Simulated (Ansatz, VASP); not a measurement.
## Two plane-wave programs on Cu

```
Cu
1.0
     2.45120    0.00000    0.00000
    -1.22560    2.12280    0.00000
     0.00000    0.00000    8.00750
Cu
4
Direct
  0.00000 0.00000 0.00000
  0.00000 0.00000 0.50000
  0.33333 0.66667 0.25000
  0.66667 0.33333 0.75000
```

Alike in both runs: task single point; functional PBEsol; k mesh 16 × 16 × 5; occupations fermi-dirac, width 0.1 eV; no spin polarisation.

|  | VASP | Ansatz |
| --- | --- | --- |
| version | VASP 6.6.1 | Ansatz 0.2.0 |
| potentials or method | VASP PAW PBE potentials, release 64 (Cu), cutoff 520 eV | plane waves (420 eV) with PAW, scalar-relativistic |
| valence electrons in the cell | 44 | 76 |

|  | VASP | Ansatz | Ansatz less VASP |
| --- | --- | --- | --- |
| pressure (GPa) | 18.0 | 17.2 | -0.80 |
| traceless stress, the component that is largest in VASP (GPa) | 0.08 | 0.11 | +0.033 |

VASP's potentials were made for PBE, not for PBEsol, and Ansatz warns of the same on its side. With one functional, cell and mesh, what is left measures potentials, basis and numerics. VASP's potentials hold 44 valence electrons a cell and Ansatz's 76, so a difference there can come from the potentials and not from the codes.
